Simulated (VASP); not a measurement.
# Sn8O15 (a cell with a defect) in VASP: single point with PBE+D3(BJ)

Aim: the single point of Sn8O15 (a cell with a defect) with PBE+D3(BJ).

Program: VASP 6.6.1. These are calculated values, not measurements. Logs are shortened: lines on timing, memory, paths and dates and some standing lists are left out, and cuts for length are marked.

## (1) The cell of the first run

The cell holds a defect, 23 atoms: a = 6.700 Å, b = 6.700 Å, c = 6.373 Å, α = 90.00°, β = 90.00°, γ = 90.00°.

## (2) Single point, PBE+D3(BJ), collinear spin, zero start

Input file INCAR:

```
PREC = Accurate ; ENCUT = 520
EDIFF = 1E-6 ; ISMEAR = 0
SIGMA = 0.05 ; LREAL = Auto
LASPH = T ; NELM = 150
ALGO = Normal ; ISIF = 2
LWAVE = F ; LCHARG = F
ISPIN = 2 ; MAGMOM = 0 0 0 0 0 0 0 0 0 0 0 0 0 0 0 0 0 0 0 0 0 0 0
LORBIT = 11 ; GGA = PE
IVDW = 12 ; NBANDS = 122
NELECT = 201.0
```

Input file KPOINTS:

```
Automatic mesh
0
Gamma
  2 2 2
```

Input file POSCAR:

```
Sn8O15
1.0
   -4.7373500000     -4.7373500000      0.0000000000
    4.7373500000     -4.7373500000      0.0000000000
    0.0000000000      0.0000000000      6.3728000000
Sn O
8 15
Direct
    0.5042871014      0.5077369204     -0.0010536970
   -0.0059119550      0.5023783339      0.2482666960
    0.5038108858      0.4873109439      0.5002025797
    0.0151601634      0.4995577696      0.7490949033
   -0.0054738409     -0.0234049627      0.0047588187
    0.5060637276     -0.0052770009      0.2509473073
   -0.0049250108      0.0318618004      0.4877874718
    0.4842771803     -0.0018614837      0.7506355134
    0.1962243659      0.5104128891      0.0041079274
   -0.0207782832      0.1984354122      0.2269672671
    0.8121263998      0.5356190697     -0.0131504205
   -0.0065615798      0.8053486654      0.2733007469
    0.1953337837      0.4744573443      0.4931967110
    0.8123008644      0.4828799856      0.5103982551
    0.0262261602      1.1720118843      0.7615682275
    0.6913654258     -0.0225797123     -0.0093368692
    0.5090076731      0.6891018185      0.2586349799
    0.3004874033     -0.0231553506      0.0087208135
    0.5186533611      0.3014648485      0.2411412566
    0.6942400287     -0.0013190919      0.5109198468
    0.4777865262      0.6914578826      0.7401580153
    0.3001494506      0.0096159245      0.4919076387
    0.5008749617      0.3024992876      0.7587382312
```

Potentials or basis: VASP PAW PBE potentials, release 64 (Sn_d, O).

On the command line:

```console
> cat potpaw_PBE.64/Sn_d/POTCAR potpaw_PBE.64/O/POTCAR > POTCAR
> mpirun -np 1 vasp_std > vasp.out
```

OUTCAR:

```text
PREC = Accurate
   ENCUT = 520
   EDIFF = 1E-6
   ISMEAR = 0
   LREAL = Auto
   LASPH = T
   NELM = 150
   ISIF = 2
   ISPIN = 2
   LORBIT = 11
   GGA = PE
   IVDW = 12
   NELECT = 201.0
 IVDW          = 12

 ion  position               nearest neighbor table
   1  0.504  0.508  0.999-  17 2.05  23 2.06   9 2.06  21 2.07  11 2.07  19 2.07   3 3.18   3 3.20
                             6 3.64   4 3.64   2 3.65   8 3.65
   2  0.994  0.502  0.248-  12 2.04  10 2.04   9 2.06  13 2.07  14 2.07  11 2.08   4 3.18   4 3.19
                             7 3.50   5 3.54   1 3.65   3 3.66
   3  0.504  0.487  0.500-  17 2.05  21 2.06  23 2.06  14 2.07  13 2.07  19 2.07   1 3.18   1 3.20
                             4 3.64   8 3.65   2 3.66   6 3.66   6 3.75
   4  0.015  0.500  0.749-   9 2.03  13 2.04  14 2.04  11 2.05  15 2.20   2 3.18   2 3.19   7 3.55
                             5 3.59   3 3.64   1 3.64
   5  0.995  0.977  0.005-  16 2.03  15 2.04  18 2.05  10 2.06  12 2.06   7 3.10   7 3.32   2 3.54
                             4 3.59   6 3.63   8 3.66
   6  0.506  0.995  0.251-  17 2.05  19 2.06  22 2.07  18 2.07  16 2.08  20 2.08   8 3.19   8 3.19
                             7 3.62   5 3.63   1 3.64   3 3.66   7 3.75   3 3.75
   7  0.995  0.032  0.488-  15 1.99  10 2.00  20 2.03  12 2.04  22 2.05   5 3.10   5 3.32   2 3.50
                             4 3.55   6 3.62   8 3.69   6 3.75
   8  0.484  0.998  0.751-  23 2.04  21 2.06  18 2.06  22 2.06  16 2.07  20 2.08   6 3.19   6 3.19
                             3 3.65   1 3.65   5 3.66   7 3.69
   9  0.196  0.510  0.004-   4 2.03   2 2.06   1 2.06
  10  0.979  0.198  0.227-   7 2.00   2 2.04   5 2.06
  11  0.812  0.536  0.987-   4 2.05   1 2.07   2 2.08
  12  0.993  0.805  0.273-   2 2.04   7 2.04   5 2.06
  13  0.195  0.474  0.493-   4 2.04   3 2.07   2 2.07
  14  0.812  0.483  0.510-   4 2.04   3 2.07   2 2.07
  15  0.026  0.172  0.762-   7 1.99   5 2.04   4 2.20
  16  0.691  0.977  0.991-   5 2.03   8 2.07   6 2.08
  17  0.509  0.689  0.259-   6 2.05   3 2.05   1 2.05
  18  0.300  0.977  0.009-   5 2.05   8 2.06   6 2.07
  19  0.519  0.301  0.241-   6 2.06   3 2.07   1 2.07
  20  0.694  0.999  0.511-   7 2.03   8 2.08   6 2.08
  21  0.478  0.691  0.740-   8 2.06   3 2.06   1 2.07
  22  0.300  0.010  0.492-   7 2.05   8 2.06   6 2.07
  23  0.501  0.302  0.759-   8 2.04   1 2.06   3 2.06

  LATTYP: Found a simple tetragonal cell.
 ALAT       =     6.6996246197
 C/A-ratio  =     0.9512174729

  Lattice vectors:

 A1 = (  -4.7373500000,  -4.7373500000,   0.0000000000)
 A2 = (   4.7373500000,  -4.7373500000,   0.0000000000)
 A3 = (   0.0000000000,   0.0000000000,   6.3728000000)

Analysis of symmetry for initial positions (statically):
=====================================================================
 Subroutine PRICEL returns:
 Original cell was already a primitive cell.

[... 210 lines left out ...]

 E-fermi :   7.4784     XC(G=0): -11.0691

 val. band max:        7.4545579733   @ k =   0.5000   0.5000   0.0000
 cond. band min:       7.4951923717   @ k =   0.0000   0.5000   0.5000
 fundamental gap:      0.0406343984
 Fermi energy:         7.4784172244

 spin component 1

 k-point     1 :       0.0000    0.0000    0.0000
  band No.  band energies     occupation
      1     -15.1705      1.00000
      2     -15.0409      1.00000
      3     -14.9709      1.00000
      4     -14.9190      1.00000
      5     -14.7292      1.00000
      6     -14.6587      1.00000
[... 909 lines left out ...]
    111      13.5118      0.00000
    112      14.1311      0.00000
 Fermi energy:         7.4784172244

 spin component 2

 k-point     1 :       0.0000    0.0000    0.0000
  band No.  band energies     occupation
      1     -15.1705      1.00000
      2     -15.0408      1.00000
      3     -14.9709      1.00000
      4     -14.9190      1.00000
      5     -14.7292      1.00000
      6     -14.6587      1.00000
[... 909 lines left out ...]
    111      13.5121      0.00000
    112      14.1313      0.00000
 [bands above 112 left out]

------------------------ aborting loop because EDIFF is reached ----------------------------------------

 Edisp (eV)   -5.13108

 E8    (eV) :    -2.0798

  FORCE on cell =-STRESS in cart. coord.  units (eV):
  Direction    XX          YY          ZZ          XY          YZ          ZX
  --------------------------------------------------------------------------------------
  -------------------------------------------------------------------------------------
  Total      -1.51310    -1.36455     7.73408     1.64310     0.25848     0.07783
  in kB      -8.47513    -7.64311    43.31996     9.20332     1.44779     0.43592
  external pressure =        9.07 kB  Pullay stress =        0.00 kB

 VOLUME and BASIS-vectors are now :
 -----------------------------------------------------------------------------
  energy-cutoff  :      520.00
  volume of cell :      286.04
      direct lattice vectors                 reciprocal lattice vectors
    -4.737350000 -4.737350000  0.000000000    -0.105544239 -0.105544239  0.000000000
     4.737350000 -4.737350000  0.000000000     0.105544239 -0.105544239  0.000000000
     0.000000000  0.000000000  6.372800000     0.000000000  0.000000000  0.156916897

 POSITION                                       TOTAL-FORCE (eV/Angst)
 -----------------------------------------------------------------------------------
      0.01634     -4.79431      6.36608        -0.033934      0.035361     -0.008900
     -2.32940     -7.08929      1.58215        -0.014757      0.000509      0.030155
     -0.07817     -4.69529      3.18769         0.039348     -0.013225      0.007603
      2.29476     -2.43840      4.77383        -0.587918      0.712483      0.119250
     -0.08495     -9.33789      0.03033         0.050815     -0.157438     -0.219798
      2.31495     -7.10975      1.59924         0.009680      0.036326     -0.006384
[... 15 lines left out ...]
     -1.37636     -1.46747      3.13483        -0.099756      0.124352      0.135916
     -0.93977     -3.80586      4.83529        -0.032102      0.030541     -0.039485
 -----------------------------------------------------------------------------------
    total drift:                                0.021923      0.005358      0.013009

  FREE ENERGIE OF THE ION-ELECTRON SYSTEM (eV)
  ---------------------------------------------------
  free  energy   TOTEN  =      -152.0077265107 eV

  energy  without entropy=     -151.9998315967  energy(sigma->0) =     -152.00377905

 total charge

# of ion       s       p       d       tot
------------------------------------------
    1        0.880   1.065  10.363  12.307
    2        0.882   1.071  10.370  12.322
    3        0.880   1.070  10.366  12.316
    4        0.944   1.018  10.283  12.245
    5        0.947   1.042  10.305  12.294
    6        0.885   1.058  10.357  12.300
[... 15 lines left out ...]
   22        1.564   3.495   0.000   5.058
   23        1.561   3.505   0.000   5.066
--------------------------------------------------
tot         30.697  60.885  82.750 174.332

 magnetization (x)

# of ion       s       p       d       tot
------------------------------------------
    1        0.000   0.000   0.000   0.000
    2        0.000  -0.000   0.000   0.000
    3       -0.000  -0.000   0.000  -0.000
    4        0.000   0.000   0.000   0.000
    5        0.000   0.000   0.000   0.000
    6       -0.000   0.000   0.000   0.000
[... 15 lines left out ...]
   22        0.000   0.000   0.000   0.000
   23       -0.000   0.000   0.000   0.000
--------------------------------------------------
tot          0.000   0.001   0.000   0.002
```

It took 33 min on 1 thread of Intel Xeon 8259CL, shared host; peak memory 0.64 GiB.

Results:

```yaml
Free_energy: -152.0077 eV
Largest_force: 1.157 eV/Å
Net_moment: 0.00 μB per cell
Valence_electrons_inside_the_program's_atomic_spheres: Sn 12.31, 12.32, 12.24, 12.29, 12.30, 12.36 (each value once); O 5.06, 5.08, 5.05, 5.04, 5.07 (each value once)
Dispersion_energy_per_atom: -0.223 eV
```

Forces in eV/Å, atoms in the order of the input:
```
Sn  -0.034  0.035 -0.009
Sn  -0.015  0.001  0.030
Sn   0.039 -0.013  0.008
Sn  -0.588  0.712  0.119
Sn   0.051 -0.157 -0.220
Sn   0.010  0.036 -0.006
Sn  -0.223  0.107  0.140
Sn  -0.162 -0.100 -0.011
O   -0.003 -0.069  0.051
O   -0.088 -0.048  0.135
O   -0.038  0.094  0.035
O   -0.027 -0.008 -0.173
O    0.073 -0.148 -0.008
O    0.180 -0.050 -0.055
O    1.043 -0.499 -0.012
O   -0.027 -0.043  0.016
O    0.027 -0.009 -0.045
O    0.048 -0.037 -0.144
O    0.014  0.090  0.039
O   -0.079  0.017 -0.023
O   -0.069 -0.065  0.037
O   -0.100  0.124  0.136
O   -0.032  0.031 -0.039
```

Caveat: the k points lie up to 0.49 Å⁻¹ apart; the cell carries a net charge on a neutralising background, which shifts energy and pressure; the cell is charged against a uniform background, so pressure and absolute levels hang on convention; spin-orbit coupling is left out, which moves the levels of the heavy elements.
